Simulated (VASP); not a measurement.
Sn3Se, 4 atoms in the cell. The structure is cubic, space group Pm-3m (No. 221). The conventional cell has a = 4.804 Å, b = 4.804 Å, c = 4.804 Å, α = 90.00°, β = 90.00°, γ = 90.00°. Within 4.5 Å of Sn (site symmetry 4/mmm) lie 8 Sn at 3.40 Å and 4 Se at 3.40 Å. Within 4.5 Å of Se (site symmetry m-3m) lie 12 Sn at 3.40 Å. 

* Program: VASP 6.6.1
* Task: single point
* Functional: PBEsol
* Potentials or basis: VASP PAW PBE potentials, release 64 (Sn_d, Se)
* Cutoff: 520 eV
* k mesh: 6 × 6 × 6
* Occupations: fermi-dirac, width 0.05 eV
* Spin: no spin polarisation
* Dipole correction: no
* Further INCAR settings: ALGO = Normal; EDIFF = 1e-06; NBANDS = 32

Potentials or basis: VASP PAW PBE potentials, release 64 (Sn_d, Se).

The run is started by

```sh
$ cat potpaw_PBE.64/Sn_d/POTCAR potpaw_PBE.64/Se/POTCAR > POTCAR
$ mpirun -np 1 vasp_std > vasp.out
```

Hardware: 1 thread of Intel Xeon 8259CL, with other jobs on the host.

Task: Estimate the wall time of this run.

Result: It took 59 s on 1 thread of Intel Xeon 8259CL (shared host), peak memory 0.23 GiB. Counts: scf iterations 12, k points 20.
